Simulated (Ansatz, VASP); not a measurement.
**CaS: VASP beside Ansatz**

```
CELL_PARAMETERS angstrom
0.01409 2.82421 2.82421
2.82421 0.01409 2.82421
2.82421 2.82421 0.01409
ATOMIC_POSITIONS crystal
Ca 0.00000 0.00000 0.00000
S 0.50000 0.50000 0.50000
```

Change from the starting cell: equal xy, yz and zx engineering shears of +0.5 %.

Alike in both runs: task relaxation of the atoms; functional PBEsol; k mesh 8 × 8 × 8; no spin polarisation.

```csv
,VASP,Ansatz
version,VASP 6.6.1,Ansatz 0.2.0
potentials or method,"VASP PAW PBE potentials, release 64 (Ca_sv, S), cutoff 450 eV","all-electron LAPW, scalar-relativistic"
occupations,"gaussian, width 0.01 eV",fixed
```

```csv
,VASP,Ansatz,Ansatz less VASP
"gap on the k mesh at the Fermi level, each at its own relaxed structure (eV)",2.14,2.15,+0.007
```

VASP's potentials were made for PBE, not for PBEsol. Ansatz ran all-electron here, and VASP with PAW potentials.

Noted on VASP's run: the relaxation stopped at its first step, so nothing moved.
